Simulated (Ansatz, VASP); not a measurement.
**Two plane-wave programs on FePt**

File INCAR:

```
SYSTEM = FePt
PREC = Accurate
ENCUT = 520
EDIFF = 1E-7
ISMEAR = -1
SIGMA = 0.05
LREAL = .False.
LASPH = .True.
NELM = 60
ALGO = Normal
ISIF = 2
LWAVE = .False.
LCHARG = .True.
GGA = PE
LELF = .True.
LVHAR = .True.
NBANDS = 16
```

KPOINTS

```
regular mesh
0
Gamma
  10 10 7
  0 0 0
```

File POSCAR:

```
FePt
1.0
    2.7235000000      0.0000000000      0.0000000000
    0.0000000000      2.7235000000      0.0000000000
    0.0000000000      0.0000000000      3.7200000000
Pt Fe
1 1
Direct
    0.5000000000      0.5000000000      0.5000000000
    0.0000000000      0.0000000000      0.0000000000
```

File input.yaml:

```yaml
crystal:
  lattice:
    - [2.7235, 0.0, 0.0]
    - [0.0, 2.7235, 0.0]
    - [0.0, 0.0, 3.72]
  atoms:
    - { symbol: Pt, position: [0.5, 0.5, 0.5] }
    - { symbol: Fe, position: [0.0, 0.0, 0.0] }
hamiltonian:
  xc: pbe
  pseudopotentials: { kind: paw }
kpoints:
  mp_grid: { grid: [10, 10, 7] }
scf:
  occupations: { method: fermi_dirac, width: 0.05 }
output:
  forces: true
  stress: true
  eigenvalues: true
```

Alike in both runs: task single point; functional PBE; k mesh 10 × 10 × 7; occupations fermi-dirac, width 0.05 eV; no spin polarisation.

```csv
,VASP,Ansatz
version,VASP 6.6.1,Ansatz 0.2.0
potentials or method,"VASP PAW PBE potentials, release 64 (Pt, Fe)",Ansatz PAW
plane-wave cutoff (eV),520,420
valence electrons in the cell,18,34
```

Ansatz gave:

```
gap on the k mesh at the Fermi level (eV)                     : none
pressure (GPa)                                                : -13.0
traceless stress, the component that is largest in VASP (GPa) : 2.48
```

Task: What did VASP give for the same quantities?

Result: gap on the k mesh at the Fermi level (eV): none; pressure (GPa): -13.3; traceless stress, the component that is largest in VASP (GPa): 2.44.

A gap of «none» marks a metal or a gap that the smearing closes. VASP's potentials hold 18 valence electrons a cell and Ansatz's 34, so a difference there can come from the potentials and not from the codes.

Neither program's run includes spin-orbit coupling.
